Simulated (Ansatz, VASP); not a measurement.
## One calculation of H, two programs

Contents of INCAR:

```
SYSTEM = H
ALGO = Normal
EDIFF = 1E-7
ENCUT = 520
GGA = PS
ISIF = 2
ISMEAR = 0
LASPH = .True.
LCHARG = .False.
LREAL = .False.
LWAVE = .False.
NBANDS = 6
NELM = 60
PREC = Accurate
SIGMA = 0.05
```

KPOINTS

```
k-points
0
Gamma
  10 10 26
  0 0 0
```

Contents of POSCAR:

```
H
1.0
    2.8616098380      0.0000000000      0.0000000000
    0.0000000000      2.8616098380      0.0000000000
    0.0000000000      0.0000000000      1.0197126368
H
1
Direct
    0.0000000000      0.0000000000      0.5000000000
```

Input for Ansatz:

```yaml
crystal:
  lattice:
    - [2.861609838, 0.0, 0.0]
    - [0.0, 2.861609838, 0.0]
    - [0.0, 0.0, 1.0197126368]
  atoms:
    - { symbol: H, position: [0.0, 0.0, 0.5] }
basis:
  ecutwfc: 420
kpoints:
  mp_grid: { grid: [10, 10, 26] }
hamiltonian:
  xc: pbesol
scf:
  occupations: { method: gaussian, width: 0.05 }
output:
  forces: true
  stress: true
  eigenvalues: true
```

Change from the starting cell: strain +0.080 along x and y, +0.040 along z, atoms carried along.

Alike in both runs: task single point; functional PBEsol; k mesh 10 × 10 × 26; occupations gaussian, width 0.05 eV; no spin polarisation.

|  | VASP | Ansatz |
| --- | --- | --- |
| version | VASP 6.6.1 | Ansatz 0.2.0 |
| potentials or method | VASP PAW PBE potentials, release 64 (H), cutoff 520 eV | scalar-relativistic, plane waves, PAW |
| valence electrons in the cell | 1 | 1 |

Ansatz gave:

| Quantity | Value |
| --- | --- |
| pressure (GPa) | -2.1 |
| traceless stress, the component that is largest in VASP (GPa) | -5.52 |

Problem. Estimate VASP's values.

Solution. Pressure (GPa): -2.4; traceless stress, the component that is largest in VASP (GPa): -5.53.

VASP's potentials were made for PBE, not for PBEsol.
